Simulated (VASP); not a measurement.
Here is a VASP 6.6.1 calculation.

The input INCAR:

```
SYSTEM = C
ALGO     = Normal         ! electronic algorithm
EDIFF    = 1E-6           ! SCF threshold, eV
ENCUT    = 600            ! plane-wave cutoff, eV
GGA      = PS             ! functional
GGA_COMPAT= .False.      
ISIF     = 2              ! what is computed and relaxed
ISMEAR   = 1              ! smearing method
LASPH    = .True.         ! aspherical terms in the spheres
LCHARG   = .False.        ! write CHGCAR
LREAL    = .False.        ! projectors in reciprocal space
LWAVE    = .False.        ! write WAVECAR
NBANDS   = 11             ! bands
NELM     = 120            ! most SCF steps
PREC     = Accurate       ! precision mode
SIGMA    = 0.15           ! smearing width, eV
```

Contents of KPOINTS:

```
k-points
0
Gamma
  12 12 3
  0 0 0
```

Contents of POSCAR:

```
C
1.0
    2.4557085621      0.0000000000      0.0000000000
   -1.2278542810      2.1267059991      0.0000000000
    0.0000000000      0.0000000000      8.5237804320
C
2
Direct
    0.3333333333      0.6666666667      0.0000000000
    0.6666666667      0.3333333333      0.0000000000
```

Potentials or basis: VASP PAW PBE potentials, release 64 (C).

Run with:

```console
$ cat potpaw_PBE.64/C/POTCAR > POTCAR
$ mpirun -np 1 vasp_std > vasp.out
```

(1) Predict the band gap on the k mesh.

Answers

(1) zero (filled and empty bands touch).
